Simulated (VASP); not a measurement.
The system is W.

```
W
1.0
     3.16000    0.00000    0.00000
     0.00000    3.16000    0.00000
     0.00000    0.00000    3.16000
W
2
Direct
  0.00000 0.00000 0.00000
  0.50000 0.50000 0.50000
```

| Property | Result |
| --- | --- |
| Program | VASP 6.6.1 |
| Task | relaxation of volume and atoms at fixed shape |
| Functional | r2SCAN |
| Potentials or basis | VASP PAW PBE potentials, release 64 (W_sv) |
| Cutoff | 600 eV |
| k mesh | 7 × 7 × 7 |
| Occupations | fermi-dirac, width 0.1 eV |
| Spin | no spin polarisation |

At the start: pressure 4.8 GPa; volume 15.78 Å³/atom.

Problem. Where does the relaxation end?

Solution. Over 3 steps the energy falls by 3.3 meV/atom and the volume is 16.01 Å³/atom (+1.5 %); space group Im-3m (No. 229, to 0.05 Å).

The path:
| step | energy change (eV) | largest force (eV/Å) | pressure (GPa) | volume (Å³) |
| --- | --- | --- | --- | --- |
| 1 | 0.0000 | 0.0000 | 4.80 | 31.55 |
| 2 | 0.0812 | 0.0000 | -15.27 | 33.76 |
| 3 | -0.0066 | 0.0000 | -0.09 | 32.02 |

Final structure:
```xyz
2
Lattice="3.1755 0.0000 0.0000 0.0000 3.1755 0.0000 0.0000 0.0000 3.1755" Properties=species:S:1:pos:R:3 pbc="T T T"
W     0.0000    0.0000    0.0000
W     1.5878    1.5878    1.5878
```

Caveat: the PAW data sets were made with another functional, which shifts forces and pressure a little.
